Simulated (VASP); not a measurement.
A run of VASP 6.6.1 is set up as follows.

Contents of INCAR:

```
SYSTEM = Hf
ALGO     = Fast           ! electronic algorithm
EDIFF    = 1E-7           ! SCF threshold, eV
ENCUT    = 520            ! plane-wave cutoff, eV
GGA      = PE             ! functional
ISIF     = 2              ! what is computed and relaxed
ISMEAR   = 0              ! smearing method
LASPH    = .TRUE.         ! aspherical terms in the spheres
LCHARG   = .FALSE.        ! write CHGCAR
LREAL    = .FALSE.        ! projectors in reciprocal space
LWAVE    = .FALSE.        ! write WAVECAR
NBANDS   = 17             ! bands
NELM     = 60             ! most SCF steps
PREC     = Accurate       ! precision mode
SIGMA    = 0.1            ! smearing width, eV
```

Contents of KPOINTS:

```
k-points
0
G
  20 20 20
  0 0 0
```

File POSCAR:

```
Hf
1.0
   -2.7840863536      2.7840863536      1.5045398497
    2.7840863536     -2.7840863536      1.5045398497
    2.7840863536      2.7840863536     -1.5045398497
Hf
2
Direct
    0.0000000000      0.0000000000      0.0000000000
    0.7500000000      0.2500000000      0.5000000000
```

Potentials or basis: VASP PAW PBE potentials, release 64 (Hf_pv).

The run is started by

```bash
$ cat potpaw_PBE.64/Hf_pv/POTCAR > POTCAR
$ mpirun -np 1 vasp_std > vasp.out
```

**Question.** Estimate the band gap on the k mesh.

**Answer.** Zero (band 10 reaches 4.85 eV, above the bottom of band 11 at 3.67 eV).

**Question.** Estimate the pressure.

**Answer.** -0.4 GPa.

Caveat: spin-orbit coupling is left out, which moves the levels of the heavy elements.
